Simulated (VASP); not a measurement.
# C3N4 (R3m) in VASP: further runs

Runs on C3N4. Level: LDA. Tasks: electric field gradients, vibrations by perturbation theory.

Program: VASP 6.6.1. These are calculated values, not measurements. Logs are shortened: lines on timing, memory, paths and dates and some standing lists are left out, and cuts for length are marked.

## (1) The cell of the first run

The structure is trigonal, space group R3m (No. 160). Conventional cell: a = 4.725 Å, b = 4.725 Å, c = 9.209 Å, α = 90.00°, β = 90.00°, γ = 120.00°. C (site symmetry m) has 3 N at 1.31 to 1.44 Å within 1.8 Å. Within 1.8 Å of N (site symmetry m) lie 2 C at 1.31 Å. N (site symmetry 3m) has 3 C at 1.44 Å within 1.9 Å.

## (2) Electric field gradients, LDA

Contents of INCAR:

```
ALGO = Normal ; EDIFF = 1E-8
ENCUT = 520 ; ISIF = 2
ISMEAR = 0 ; LASPH = True
LCHARG = False ; LEFG = True
LREAL = False ; LWAVE = False
NBANDS = 25 ; NELM = 100
PREC = Accurate ; SIGMA = 0.01
```

Contents of KPOINTS:

```
k-points
0
Gamma
  6 6 6
```

Contents of POSCAR:

```
C3N4
1.0
    2.3625157711      1.3639991164      3.0697020330
   -2.3625157711      1.3639991164      3.0697020330
    0.0000000000     -2.7279982328      3.0697020330
C N
3 4
Direct
    0.4907364994      0.4907364994      0.0180267633
    0.4907364994      0.0180267633      0.4907364994
    0.0180267633      0.4907364994      0.4907364994
    0.6600128921      0.1700344105      0.1700344105
    0.1700344105      0.1700344105      0.6600128921
    0.6654175249      0.6654175249      0.6654175249
    0.1700344105      0.6600128921      0.1700344105
```

Potentials or basis: VASP PAW LDA potentials, release 64 (C, N).

Run with:

```console
$ cat potpaw_LDA.64/C/POTCAR potpaw_LDA.64/N/POTCAR > POTCAR
$ mpirun -np 1 vasp_std > vasp.out
```

OUTCAR:

```text
EDIFF = 1E-8
   ENCUT = 520
   ISIF = 2
   ISMEAR = 0
   LASPH = True
   LREAL = False
   NELM = 100
   PREC = Accurate

 ion  position               nearest neighbor table
   1  0.491  0.491  0.018-   4 1.31   7 1.31   6 1.44
   2  0.491  0.018  0.491-   4 1.31   5 1.31   6 1.44
   3  0.018  0.491  0.491-   7 1.31   5 1.31   6 1.44
   4  0.660  0.170  0.170-   2 1.31   1 1.31
   5  0.170  0.170  0.660-   2 1.31   3 1.31
   6  0.665  0.665  0.665-   1 1.44   2 1.44   3 1.44
   7  0.170  0.660  0.170-   3 1.31   1 1.31

  LATTYP: Found a trigonal (rhomboedric) cell.
 ALAT       =     4.1067073100
 COS(alpha) =     0.3381006938

  Lattice vectors:

 A1 = (   2.3625157711,   1.3639991164,   3.0697020330)
 A2 = (  -2.3625157711,   1.3639991164,   3.0697020330)
 A3 = (   0.0000000000,  -2.7279982328,   3.0697020330)

Analysis of symmetry for initial positions (statically):
=====================================================================
 Subroutine PRICEL returns:
 Original cell was already a primitive cell.

 Routine SETGRP: Setting up the symmetry group for a
 trigonal (rhombohedral) supercell.

 Subroutine GETGRP returns: Found  6 space group operations
 (whereof  6 operations were pure point group operations)
 out of a pool of 12 trial point group operations.

The static configuration has the point symmetry C_3v.

Analysis of symmetry for dynamics (positions and initial velocities):
=====================================================================
 Subroutine PRICEL returns:
 Original cell was already a primitive cell.

 Routine SETGRP: Setting up the symmetry group for a
 trigonal (rhombohedral) supercell.

 Subroutine GETGRP returns: Found  6 space group operations
 (whereof  6 operations were pure point group operations)
 out of a pool of 12 trial point group operations.

The dynamic configuration has the point symmetry C_3v.

 Subroutine INISYM returns: Found  6 space group operations
 (whereof  6 operations are pure point group operations),
 and found     1 'primitive' translations

----------------------------------------------------------------------------------------

                                     Primitive cell

  volume of cell :      59.3521

  direct lattice vectors                    reciprocal lattice vectors
     2.362515771  1.363999116  3.069702033     0.211638799  0.122189717  0.108588172
    -2.362515771  1.363999116  3.069702033    -0.211638799  0.122189717  0.108588172
     0.000000000 -2.727998233  3.069702033     0.000000000 -0.244379435  0.108588172

  length of vectors
     4.106707310  4.106707310  4.106707310     0.267418585  0.267418585  0.267418585

  position of ions in fractional coordinates (direct lattice)
     0.490736499  0.490736499  0.018026763
     0.490736499  0.018026763  0.490736499
     0.018026763  0.490736499  0.490736499
     0.660012892  0.170034411  0.170034411
     0.170034411  0.170034411  0.660012892
     0.665417525  0.665417525  0.665417525
     0.170034411  0.660012892  0.170034411

  ion indices of the primitive-cell ions
   primitive index   ion index
                 1           1
                 2           2
                 3           3
                 4           4
                 5           5
                 6           6
                 7           7

----------------------------------------------------------------------------------------

 KPOINTS: k-points

Automatic generation of k-mesh.
 Grid dimensions read from file:
 generate k-points for:    6    6    6

 Generating k-lattice:

  Cartesian coordinates                     Fractional coordinates (reciprocal lattice)
     0.035273133  0.020364953  0.018098029     0.166666667 -0.000000000  0.000000000
[... 52 lines left out ...]
   ICHARG =      2    charge: 1-file 2-atom 10-const
   ISPIN  =      1    spin polarized calculation?
   LNONCOLLINEAR =      F non collinear calculations
   LSORBIT =      F    spin-orbit coupling
   LASPH  =      T    aspherical Exc in radial PAW
   ENCUT  =  520.0 eV  38.22 Ry    6.18 a.u.   7.64  7.64  7.64*2*pi/ulx,y,z
   NELM   =    100;   NELMIN=  2; NELMDL= -5     # of ELM steps
   EDIFF  = 0.1E-07   stopping-criterion for ELM
   LREAL  =      F    real-space projection
   EDIFFG = 0.1E-06   stopping-criterion for IOM
   NSW    =      0    number of steps for IOM
   IBRION =     -1    ionic relax: 0-MD 1-quasi-New 2-CG
   NFREE  =      0    steps in history (QN), initial steepest desc. (CG)
   ISIF   =      2    stress and relaxation
   ISYM   =      2    0-nonsym 1-usesym 2-fastsym
   POTIM  = 0.5000    time-step for ionic-motion
   TEBEG  =    0.0;   TEEND  =   0.0 temperature during run
   PSTRESS=    0.0 pullay stress
   NELECT =      32.0000    total number of electrons
   NUPDOWN=      -1.0000    fix difference up-down
   EMIN   =  10.00;   EMAX   =-10.00  energy-range for DOS
   EFERMI =   0.00;   METHOD = LEGACY
   ISMEAR =     0;   SIGMA  =   0.01  broadening in eV -4-tet -1-fermi 0-gaus
   EFERMI_NEDOS =   21; number of points for ismear=-14 and -15
   IALGO  =     38    algorithm
   IMIX   =      4    mixing-type and parameters
     AMIX     =   0.40;   BMIX     =  1.00
     AMIX_MAG =   1.60;   BMIX_MAG =  1.00
  volume/ion in A,a.u.               =       8.48        57.22
  Fermi-wavevector in a.u.,A,eV,Ry     =   1.332435  2.517937 24.155556  1.775383
  Thomas-Fermi vector in A             =   2.461370
   LORBIT       =      0    0 simple, 1 ext, 2 COOP (PROOUT), +10 PAW based schemes
   GGA     = CA    functional components
   LHFCALC =     F    Hartree Fock is set to
   AEXX    =    0.0000 exact exchange contribution
   IVDW    =     0    specifies the selected vdW correction
   LEPSILON=     F    determine dielectric tensor
   LRPA    =     F    only Hartree local field effects (RPA)
 non-spin polarized calculation
 Gauss-broadening in eV      SIGMA  =   0.01
  energy-cutoff  :      520.00
  volume of cell :       59.35
 maximum number of plane-waves:      1620
 NGX is ok and might be reduce to    32
   NGX = 15   NGY = 15   NGZ = 15

 number of electron      31.9999999 magnetization

 Free energy of the ion-electron system (eV)
  ---------------------------------------------------
  ext. energy  EPLUGINS =         0.00000000
  ---------------------------------------------------
  free energy    TOTEN  =       -64.96348995 eV

  energy without entropy =      -64.96348995  energy(sigma->0) =      -64.96348995

 E-fermi :   4.5973     XC(G=0): -11.1220

 val. band max:        4.4795938047   @ k =   0.0000   0.0000   0.0000
 cond. band min:       5.4723973716   @ k =   0.0000   0.0000   0.0000
 fundamental gap:      0.9928035669
 Fermi energy:         4.5973077622

 k-point     1 :       0.0000    0.0000    0.0000
  band No.  band energies     occupation
      1     -18.4816      2.00000
      2     -13.9680      2.00000
      3     -13.5143      2.00000
      4     -13.5143      2.00000
      5     -10.2142      2.00000
      6     -10.2142      2.00000
[... 661 lines left out ...]
     24      14.7877      0.00000
     25      15.5724      0.00000

 [... further k-points ...]
[... 5 lines left out ...]
  --------------------------------------------------------------------------------------
  -------------------------------------------------------------------------------------
  Total        0.7102319      0.7102319     -0.0911521      0.0000000      0.0000000      0.0000000
  in kB       19.1723122     19.1723122     -2.4605986      0.0000000      0.0000000      0.0000000
  external PRESSURE =      11.9613419 kB  Pullay stress =       0.0000000 kB

 VOLUME and BASIS-vectors are now :
 -----------------------------------------------------------------------------
  energy-cutoff  :      520.00
  volume of cell :       59.35
      direct lattice vectors                 reciprocal lattice vectors
     2.362515771  1.363999116  3.069702033     0.211638799  0.122189717  0.108588172
    -2.362515771  1.363999116  3.069702033    -0.211638799  0.122189717  0.108588172
     0.000000000 -2.727998233  3.069702033     0.000000000 -0.244379435  0.108588172

 POSITION                                       TOTAL-FORCE (eV/Angst)
 -----------------------------------------------------------------------------------
      0.00000      1.28955      3.06817        -0.000000      0.098700      0.000544
      1.11678     -0.64478      3.06817         0.085477     -0.049350      0.000544
     -1.11678     -0.64478      3.06817        -0.085477     -0.049350      0.000544
      1.15758      0.66833      3.06995         0.080797      0.046648      0.000923
      0.00000     -1.33666      3.06995        -0.000000     -0.093296      0.000923
      0.00000      0.00000      6.12790        -0.000000     -0.000000     -0.004400
     -1.15758      0.66833      3.06995        -0.080797      0.046648      0.000923
 -----------------------------------------------------------------------------------
    total drift:                               -0.000000     -0.000000      0.000007

  FREE ENERGIE OF THE ION-ELECTRON SYSTEM (eV)
  ---------------------------------------------------
  free  energy   TOTEN  =       -64.9634899474 eV

  energy  without entropy=      -64.9634899474  energy(sigma->0) =      -64.96348995

 Electric field gradients (V/A^2)
---------------------------------------------------------------------
 ion       V_xx      V_yy      V_zz      V_xy      V_xz      V_yz
---------------------------------------------------------------------
   1     -25.490    -1.072    26.561     0.000     0.000    -0.410
   2      -7.176   -19.385    26.561   -10.573    -0.355     0.205
   3      -7.176   -19.385    26.561    10.573     0.355     0.205
   4     -69.031     8.402    60.629   -67.059     0.340     0.196
   5      47.118  -107.747    60.629    -0.000    -0.000    -0.393
   6      34.793    34.793   -69.586    -0.000     0.000    -0.000
   7     -69.031     8.402    60.629    67.059    -0.340     0.196
---------------------------------------------------------------------

 Electric field gradients after diagonalization (V/A^2)
 (convention: |V_zz| > |V_xx| > |V_yy|)
----------------------------------------------------------------------
 ion       V_xx      V_yy      V_zz     asymmetry (V_yy - V_xx)/ V_zz
----------------------------------------------------------------------
   1     -25.490    -1.078    26.567       0.919
   2     -25.490    -1.078    26.567       0.919
   3     -25.490    -1.078    26.567       0.919
   4      60.630    47.118  -107.748       0.125
   5      60.630    47.118  -107.748       0.125
   6      34.793    34.793   -69.586       0.000
   7      60.630    47.118  -107.748       0.125
----------------------------------------------------------------------

           NMR quadrupolar parameters

 Cq : quadrupolar parameter    Cq=e*Q*V_zz/h
 eta: asymmetry parameters     (V_yy - V_xx)/ V_zz
 Q  : nuclear electric quadrupole moment in mb (millibarn)
----------------------------------------------------------------------
 ion       Cq(MHz)       eta       Q (mb)
----------------------------------------------------------------------
   1       0.064       0.919       1.000
   2       0.064       0.919       1.000
   3       0.064       0.919       1.000
   4      -0.261       0.125       1.000
   5      -0.261       0.125       1.000
   6      -0.168       0.000       1.000
   7      -0.261       0.125       1.000
----------------------------------------------------------------------
```

Run time: 99 s. Hardware: 1 thread of Oxide Virtual Turin-like, shared host; peak memory 0.13 GiB.

Results:

```
Free energy            : -64.9635 eV
Pressure               : 1.2 GPa
Largest force          : 0.099 eV/Å
Band gap on the k mesh : 0.99 eV, direct
```

Forces in eV/Å, atoms in the order of the input:
```
C    0.000  0.099  0.001
C    0.085 -0.049  0.001
C   -0.085 -0.049  0.001
N    0.081  0.047  0.001
N    0.000 -0.093  0.001
N    0.000  0.000 -0.004
N   -0.081  0.047  0.001
```

Stress tensor (GPa, compression positive):
```
 1.92  0.00  0.00
 0.00  1.92  0.00
 0.00  0.00 -0.25
```

Electric field gradients, principal values (V/Å²):
```csv
atom,least,middle,greatest (by size)
1 C,-1.078,-25.490,26.567
2 C,-1.078,-25.490,26.567
3 C,-1.078,-25.490,26.567
4 N,47.118,60.630,-107.748
5 N,47.118,60.630,-107.748
6 N,34.793,34.793,-69.586
7 N,47.118,60.630,-107.748
```

Caveat: without QUAD_EFG the Cq values of the log hold for a quadrupole moment of 1 mb, not for the nuclei. LDA gaps usually lie below the measured ones, often by a third to a half.

(Part 1 of 2 ends here.)
